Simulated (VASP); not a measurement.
HfH3Cl: single point with PBE

Crystal: HfH3Cl.

```xyz
5
Lattice="3.5108 0.0000 0.0000 0.0000 3.5108 0.0000 0.0000 0.0000 4.2011" Properties=species:S:1:pos:R:3 pbc="T T T"
Hf    1.7554    1.7554    2.7665
H     0.0000    1.7554    1.9072
H     1.7554    0.0000    1.9072
H     1.7554    1.7554    4.9579
Cl    0.0000    0.0000   -0.2369
```

- Program: VASP 6.6.1
- Task: single point
- Functional: PBE
- Potentials or basis: VASP PAW PBE potentials, release 64 (Hf_pv, H, Cl)
- Cutoff: 500 eV
- k mesh: 3 × 3 × 3
- Occupations: gaussian, width 0.15 eV
- Spin: no spin polarisation
- Dipole correction: no
- Further INCAR settings: ALGO = Normal; EDIFF = 1e-06; NBANDS = 18

```
Pressure               : -0.6 GPa
Largest force          : 0.082 eV/Å
Band gap on the k mesh : 2.56 eV, indirect (least direct gap 2.64 eV)
```

Forces on the atoms (eV/Å):
```
Hf   0.000  0.000  0.082
H    0.000  0.000  0.002
H    0.000  0.000  0.002
H    0.000  0.000 -0.044
Cl   0.000  0.000 -0.042
```

Stress tensor (GPa, compression positive):
```
-0.68  0.00  0.00
 0.00 -0.68  0.00
 0.00  0.00 -0.40
```

Levels at points of the mesh, in eV from the valence-band top:
```tsv
k point	band 8	band 9	band 10	band 11	band 12	band 13
(0.00, 0.00, 0.00)	-3.56	-3.39	-0.74	3.58	3.74	3.74
```

It took 7.1 s on 1 thread of Intel(R) Xeon(R) Platinum 8559C (Emerald Rapids), with other jobs on the host, peak memory 0.16 GiB.

Caveat: the k points lie up to 0.60 Å⁻¹ apart; spin-orbit coupling is left out, which moves the levels of the heavy elements. A k mesh can miss the band edges.
